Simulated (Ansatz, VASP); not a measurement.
## One calculation of MgS, two programs

Contents of INCAR:

```
SYSTEM = MgS
PREC     = Accurate       ! precision mode
ENCUT    = 600            ! plane-wave cutoff, eV
EDIFF    = 1E-6           ! SCF threshold, eV
ISMEAR   = 0              ! smearing method
SIGMA    = 0.1            ! smearing width, eV
LREAL    = .FALSE.        ! projectors in reciprocal space
LASPH    = .TRUE.         ! aspherical terms in the spheres
NELM     = 120            ! most SCF steps
ALGO     = Normal         ! electronic algorithm
ISIF     = 2              ! what is computed and relaxed
LWAVE    = .FALSE.        ! write WAVECAR
LCHARG   = .TRUE.         ! write CHGCAR
GGA      = CA             ! functional
LELF     = .TRUE.         ! ELF
LVHAR    = .TRUE.       
NBANDS   = 11             ! bands
GGA_COMPAT= .FALSE.
```

KPOINTS

```
regular mesh
0
G
  6 6 6
  0 0 0
```

The input POSCAR:

```
MgS
1.0
    0.0000000000      2.6016500000      2.6016500000
    2.6016500000      0.0000000000      2.6016500000
    2.6016500000      2.6016500000      0.0000000000
Mg S
1 1
Direct
    0.0000000000      0.0000000000      0.0000000000
    0.5000000000      0.5000000000      0.5000000000
```

Input for Ansatz:

```yaml
crystal:
  lattice:
    - [0.0, 2.60165, 2.60165]
    - [2.60165, 0.0, 2.60165]
    - [2.60165, 2.60165, 0.0]
  atoms:
    - { symbol: Mg, position: [0.0, 0.0, 0.0] }
    - { symbol: S, position: [0.5, 0.5, 0.5] }
basis:
  ecutwfc: 420
kpoints:
  mp_grid: { grid: [6, 6, 6] }
hamiltonian:
  xc: lda
scf:
  occupations: { method: gaussian, width: 0.1 }
output:
  forces: true
  stress: true
  eigenvalues: true
```

Alike in both runs: task single point; functional LDA; k mesh 6 × 6 × 6; occupations gaussian, width 0.1 eV; no spin polarisation.

|  | VASP | Ansatz |
| --- | --- | --- |
| version | VASP 6.6.1 | Ansatz 0.2.0 |
| potentials or method | VASP PAW LDA potentials, release 64 (Mg, S), cutoff 600 eV | scalar-relativistic, plane waves, PAW |
| valence electrons in the cell | 8 | 16 |

VASP gave:

* gap on the k mesh at the Fermi level (eV): 2.56
* least direct gap on the mesh (eV): 3.49
* pressure (GPa): -3.8

Question: Estimate Ansatz's values.

Answer: gap on the k mesh at the Fermi level (eV): 2.56; least direct gap on the mesh (eV): 3.48; pressure (GPa): -3.3.

LDA's correlation is that of Perdew and Zunger in VASP and of Perdew and Wang (1992) in Ansatz. VASP's potentials hold 8 valence electrons a cell and Ansatz's 16, so a difference there can come from the potentials and not from the codes.
